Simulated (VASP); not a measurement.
# La2O3 (P-3m1) in VASP: relaxation of cell and atoms with LDA

Aim: the relaxation of cell and atoms of La2O3 with LDA.

Program: VASP 6.6.1. These are calculated values, not measurements. Logs are shortened: lines on timing, memory, paths and dates and some standing lists are left out, and cuts for length are marked.

### Step 1. The cell of the first run

It takes space group P-3m1 (No. 164, trigonal). Conventional cell: a = 3.931 Å, b = 3.931 Å, c = 6.112 Å, α = 90.00°, β = 90.00°, γ = 120.00°. La (site symmetry 3m) has 7 O at 2.36 to 2.72 Å within 3.1 Å. O (site symmetry 3m) has 4 La at 2.36 to 2.44 Å and 6 O at 2.89 to 3.14 Å within 3.2 Å. Within 3.6 Å of O (site symmetry -3m) lie 6 La at 2.72 Å and 6 O at 3.14 Å.

### Step 2. Relaxation of cell and atoms, LDA

INCAR

```
SYSTEM = La2O3
PREC = Accurate
ENCUT = 600
EDIFF = 1E-6
ISMEAR = 0
SIGMA = 0.02
LREAL = .False.
LASPH = .True.
NELM = 60
ALGO = Normal
ISIF = 3
LWAVE = .False.
LCHARG = .False.
GGA = CA
IBRION = 2
NSW = 100
EDIFFG = -0.002
```

KPOINTS

```
Automatic mesh
0
Gamma
  6 6 4
  0 0 0
```

POSCAR

```
La2O3
1.0
    3.9307778800      0.0000000000      0.0000000000
   -1.9653889400      3.4041535000      0.0000000000
    0.0000000000      0.0000000000      6.1119535200
La O
2 3
Direct
    0.6666666700      0.3333333300      0.7537643200
    0.3333333300      0.6666666700      0.2462356800
    0.6666666700      0.3333333300      0.3541093500
    0.3333333300      0.6666666700      0.6458906500
    0.0000000000      0.0000000000      0.0000000000
```

Potentials or basis: VASP PAW LDA potentials, release 64 (La, O).

Run with:

```sh
$ cat potpaw_LDA.64/La/POTCAR potpaw_LDA.64/O/POTCAR > POTCAR
$ mpirun -np 1 vasp_std > vasp.out
```

OUTCAR:

```text
SYSTEM = La2O3
   PREC = Accurate
   ENCUT = 600
   EDIFF = 1E-6
   ISMEAR = 0
   LREAL = .False.
   LASPH = .True.
   NELM = 60
   ISIF = 3
   GGA = CA
   IBRION = 2
   NSW = 100
   EDIFFG = -0.002

 ion  position               nearest neighbor table
   1  0.667  0.333  0.754-   4 2.36   4 2.36   4 2.36   3 2.44   5 2.72   5 2.72   5 2.72
   2  0.333  0.667  0.246-   3 2.36   3 2.36   3 2.36   4 2.44   5 2.72   5 2.72   5 2.72
   3  0.667  0.333  0.354-   2 2.36   2 2.36   2 2.36   1 2.44
   4  0.333  0.667  0.646-   1 2.36   1 2.36   1 2.36   2 2.44
   5  0.000  0.000  0.000-   1 2.72   2 2.72   2 2.72   1 2.72   1 2.72   2 2.72

  LATTYP: Found a hexagonal cell.
 ALAT       =     3.9307778800
 C/A-ratio  =     1.5548966913

  Lattice vectors:

 A1 = (   3.9307778800,   0.0000000000,   0.0000000000)
 A2 = (  -1.9653889400,   3.4041535000,   0.0000000000)
 A3 = (   0.0000000000,   0.0000000000,   6.1119535200)

Analysis of symmetry for initial positions (statically):
=====================================================================
 Subroutine PRICEL returns:
 Original cell was already a primitive cell.

 Routine SETGRP: Setting up the symmetry group for a
 hexagonal supercell.

 Subroutine GETGRP returns: Found 12 space group operations
 (whereof 12 operations were pure point group operations)
 out of a pool of 24 trial point group operations.

The static configuration has the point symmetry D_3d.

Analysis of symmetry for dynamics (positions and initial velocities):
=====================================================================
 Subroutine PRICEL returns:
 Original cell was already a primitive cell.

 Routine SETGRP: Setting up the symmetry group for a
 hexagonal supercell.

 Subroutine GETGRP returns: Found 12 space group operations
 (whereof 12 operations were pure point group operations)
 out of a pool of 24 trial point group operations.

The dynamic configuration has the point symmetry D_3d.

 Subroutine INISYM returns: Found 12 space group operations
 (whereof 12 operations are pure point group operations),
 and found     1 'primitive' translations

----------------------------------------------------------------------------------------

                                     Primitive cell

  volume of cell :      81.7839

  direct lattice vectors                    reciprocal lattice vectors
     3.930777880  0.000000000  0.000000000     0.254402571  0.146879393  0.000000000
    -1.965388940  3.404153500  0.000000000     0.000000000  0.293758786  0.000000000
     0.000000000  0.000000000  6.111953520     0.000000000  0.000000000  0.163613810

  length of vectors
     3.930777880  3.930777879  6.111953520     0.293758786  0.293758786  0.163613810

  position of ions in fractional coordinates (direct lattice)
     0.666666670  0.333333330  0.753764320
     0.333333330  0.666666670  0.246235680
     0.666666670  0.333333330  0.354109350
     0.333333330  0.666666670  0.645890650
     0.000000000  0.000000000  0.000000000

  ion indices of the primitive-cell ions
   primitive index   ion index
                 1           1
                 2           2
                 3           3
                 4           4
                 5           5

----------------------------------------------------------------------------------------

 KPOINTS: Automatic mesh

Automatic generation of k-mesh.
 Grid dimensions read from file:
 generate k-points for:    6    6    4

 Generating k-lattice:

  Cartesian coordinates                     Fractional coordinates (reciprocal lattice)
     0.042400429  0.024479899  0.000000000     0.166666667  0.000000000  0.000000000
     0.000000000  0.048959798  0.000000000     0.000000000  0.166666667  0.000000000
     0.000000000  0.000000000  0.040903452     0.000000000  0.000000000  0.250000000

  Length of vectors
     0.048959798  0.048959798  0.040903452

  Shift w.r.t. Gamma in fractional coordinates (k-lattice)
     0.000000000  0.000000000  0.000000000

 Subroutine IBZKPT returns following result:
 ===========================================

 Found     24 irreducible k-points:

 Following reciprocal coordinates:
            Coordinates               Weight
  0.000000  0.000000  0.000000      1.000000
  0.166667 -0.000000  0.000000      6.000000
  0.333333  0.000000  0.000000      6.000000
  0.500000  0.000000  0.000000      3.000000
  0.166667  0.166667  0.000000      6.000000
  0.333333  0.166667  0.000000     12.000000
[... 16 lines left out ...]
  0.333333  0.166667  0.500000     12.000000
  0.333333  0.333333  0.500000      2.000000
   k-points           NKPTS =     24   k-points in BZ     NKDIM =     24   number of bands    NBANDS=     24
   number of dos      NEDOS =    301   number of ions     NIONS =      5
   total plane-waves  NPLWV =  51200
   dimension x,y,z NGX =    32 NGY =   32 NGZ =   50
   dimension x,y,z NGXF=    64 NGYF=   64 NGZF=  100
   ions per type =               2   3
   NGX,Y,Z   is equivalent  to a cutoff of  13.53, 13.53, 13.60 a.u.
   NGXF,Y,Z  is equivalent  to a cutoff of  27.07, 27.07, 27.20 a.u.
 SYSTEM =  La2O3
   PREC   = accura    normal or accurate (medium, high low for compatibility)
   ISTART =      0    job   : 0-new  1-cont  2-samecut
   ICHARG =      2    charge: 1-file 2-atom 10-const
   ISPIN  =      1    spin polarized calculation?
   LNONCOLLINEAR =      F non collinear calculations
   LSORBIT =      F    spin-orbit coupling
   LASPH  =      T    aspherical Exc in radial PAW
   ENCUT  =  600.0 eV  44.10 Ry    6.64 a.u.   7.85  7.85 12.21*2*pi/ulx,y,z
   NELM   =     60;   NELMIN=  2; NELMDL= -5     # of ELM steps
   EDIFF  = 0.1E-05   stopping-criterion for ELM
   LREAL  =      F    real-space projection
   EDIFFG = -.2E-02   stopping-criterion for IOM
   NSW    =    100    number of steps for IOM
   IBRION =      2    ionic relax: 0-MD 1-quasi-New 2-CG
   NFREE  =      1    steps in history (QN), initial steepest desc. (CG)
   ISIF   =      3    stress and relaxation
   ISYM   =      2    0-nonsym 1-usesym 2-fastsym
   POTIM  = 0.5000    time-step for ionic-motion
   TEBEG  =    0.0;   TEEND  =   0.0 temperature during run
   PSTRESS=    0.0 pullay stress
   NELECT =      40.0000    total number of electrons
   NUPDOWN=      -1.0000    fix difference up-down
   EMIN   =  10.00;   EMAX   =-10.00  energy-range for DOS
   EFERMI =   0.00;   METHOD = LEGACY
   ISMEAR =     0;   SIGMA  =   0.02  broadening in eV -4-tet -1-fermi 0-gaus
   EFERMI_NEDOS =   21; number of points for ismear=-14 and -15
   IALGO  =     38    algorithm
   IMIX   =      4    mixing-type and parameters
     AMIX     =   0.40;   BMIX     =  1.00
     AMIX_MAG =   1.60;   BMIX_MAG =  1.00
  volume/ion in A,a.u.               =      16.36       110.38
  Fermi-wavevector in a.u.,A,eV,Ry     =   1.289849  2.437462 22.636161  1.663711
  Thomas-Fermi vector in A             =   2.421717
   LORBIT       =      0    0 simple, 1 ext, 2 COOP (PROOUT), +10 PAW based schemes
   GGA     = CA    functional components
   LHFCALC =     F    Hartree Fock is set to
   AEXX    =    0.0000 exact exchange contribution
   IVDW    =     0    specifies the selected vdW correction
   LEPSILON=     F    determine dielectric tensor
   LRPA    =     F    only Hartree local field effects (RPA)
 conjugate gradient relaxation of ions
 non-spin polarized calculation
 Gauss-broadening in eV      SIGMA  =   0.02
  energy-cutoff  :      600.00
  volume of cell :       81.78
 maximum number of plane-waves:      2743
   NGX = 15   NGY = 15   NGZ = 25

--------------------------------------- Ionic step        1  -------------------------------------------

 number of electron      40.0000000 magnetization

 Free energy of the ion-electron system (eV)
  ---------------------------------------------------
  ext. energy  EPLUGINS =         0.00000000
  ---------------------------------------------------
  free energy    TOTEN  =       -45.82679948 eV

  energy without entropy =      -45.82679948  energy(sigma->0) =      -45.82679948

------------------------ aborting loop because EDIFF is reached ----------------------------------------

  FORCE on cell =-STRESS in cart. coord.  units (eV):
  Direction    XX          YY          ZZ          XY          YZ          ZX
  --------------------------------------------------------------------------------------
  -------------------------------------------------------------------------------------
  Total       -3.4147729     -3.4147729     -3.1218590      0.0000000     -0.0000000      0.0000000
  in kB      -66.8967048    -66.8967048    -61.1584089      0.0000000     -0.0000000      0.0000000
  external PRESSURE =     -64.9839395 kB  Pullay stress =       0.0000000 kB
[... 98 lines left out ...]
  FREE ENERGIE OF THE ION-ELECTRON SYSTEM (eV)
  ---------------------------------------------------
  free  energy   TOTEN  =       -45.9044656522 eV

  energy  without entropy=      -45.9044656522  energy(sigma->0) =      -45.90446565

[... ionic steps 4 to 17 ...]

--------------------------------------- Ionic step       18  -------------------------------------------

 number of electron      40.0000001 magnetization

------------------------ aborting loop because EDIFF is reached ----------------------------------------

  FORCE on cell =-STRESS in cart. coord.  units (eV):
  Direction    XX          YY          ZZ          XY          YZ          ZX
  --------------------------------------------------------------------------------------
  -------------------------------------------------------------------------------------
  Total        0.0084630      0.0084630      0.0049155      0.0000000      0.0000000     -0.0000000
  in kB        0.1748691      0.1748691      0.1015667      0.0000000      0.0000000     -0.0000000
  external PRESSURE =       0.1504350 kB  Pullay stress =       0.0000000 kB
[... 63 lines left out ...]
  energy  without entropy=      -45.9123425771  energy(sigma->0) =      -45.91234258

--------------------------------------- Ionic step       20  -------------------------------------------

 number of electron      40.0000001 magnetization

 Free energy of the ion-electron system (eV)
  ---------------------------------------------------
  ext. energy  EPLUGINS =         0.00000000
  ---------------------------------------------------
  free energy    TOTEN  =       -45.91234265 eV

  energy without entropy =      -45.91234265  energy(sigma->0) =      -45.91234265

 E-fermi :   6.3295     XC(G=0): -11.1956

 val. band max:        6.2222813876   @ k =   0.5000   0.0000   0.5000
 cond. band min:       9.9547383396   @ k =   0.3333   0.3333   0.0000
 fundamental gap:      3.7324569520
 Fermi energy:         6.3294700967

 k-point     1 :       0.0000    0.0000    0.0000
  band No.  band energies     occupation
      1     -23.2899      2.00000
      2     -22.9546      2.00000
      3     -10.7053      2.00000
      4      -9.2601      2.00000
      5      -8.8386      2.00000
      6      -6.7871      2.00000
[... 669 lines left out ...]
  FREE ENERGIE OF THE ION-ELECTRON SYSTEM (eV)
  ---------------------------------------------------
  free  energy   TOTEN  =       -45.9123426502 eV

  energy  without entropy=      -45.9123426502  energy(sigma->0) =      -45.91234265

 reached required accuracy - stopping structural energy minimisation
```

Wall time 8.6 min (1 thread of Intel Xeon Platinum 8488C (Sapphire Rapids), shared host); peak memory 0.22 GiB.

What came out:

* Free energy: -45.9123 eV
* Relaxed volume: 15.51 Å³/atom
* Relaxed cell: a = 3.882 Å, b = 3.882 Å, c = 5.942 Å, α = 90.00°, β = 90.00°, γ = 120.00°
* Space group after relaxing (to 0.1 Å): P-3m1 (No. 164)
* Energy gained by relaxing: 17.1 meV/atom
* Ionic steps: 20
* Pressure after relaxing: 0.0 GPa
* Band gap on the k mesh: 3.73 eV (least direct gap 3.80 eV)

The path:
```
step  energy change (eV)  largest force (eV/Å)  pressure (GPa)  volume (Å³)
   1              0.0000                0.1616           -6.50        81.78
   2              0.0316                0.8522            8.90        74.18
   3             -0.0777                0.2706           -0.20        78.18
   4             -0.0777                0.2800           -0.06        78.11
   5             -0.0834                0.0457            0.04        77.78
   6             -0.0837                0.0440            0.08        77.67
   7             -0.0847                0.0493           -0.10        77.70
   8             -0.0850                0.0538           -0.23        77.73
   9             -0.0852                0.0519            0.28        77.46
  10             -0.0853                0.0366            0.11        77.54
  11             -0.0855                0.0120            0.04        77.54
  12             -0.0855                0.0046            0.02        77.55
  13             -0.0855                0.0048            0.00        77.55
  14             -0.0855                0.0072            0.00        77.55
  15             -0.0855                0.0073            0.01        77.55
  16             -0.0855                0.0022           -0.02        77.56
  17             -0.0855                0.0009           -0.01        77.56
  18             -0.0855                0.0035            0.02        77.54
  19             -0.0855                0.0015            0.02        77.55
  20             -0.0855                0.0016            0.01        77.55
```

Final structure:
```
CELL_PARAMETERS angstrom
3.88217 0.00000 0.00000
-1.94108 3.36206 0.00000
0.00000 0.00000 5.94171
ATOMIC_POSITIONS crystal
La 0.66667 0.33333 0.75628
La 0.33333 0.66667 0.24372
O 0.66667 0.33333 0.35319
O 0.33333 0.66667 0.64681
O 0.00000 0.00000 0.00000
```

Levels at points of the mesh, in eV from the valence-band top:
```tsv
k point	band 18	band 19	band 20	band 21	band 22	band 23
(0.00, 0.00, 0.00)	-0.49	-0.49	-0.21	4.27	4.49	4.49
(0.50, 0.00, 0.00)	-0.69	-0.43	-0.34	3.78	4.71	5.25
(0.00, 0.00, 0.50)	-0.94	-0.36	-0.36	4.67	4.67	4.68
(0.50, 0.00, 0.50)	-0.82	-0.38	0.00	4.42	4.61	5.10
```

Caveat: spin-orbit coupling is left out, which moves the levels of the heavy elements. A k mesh can miss the band edges.
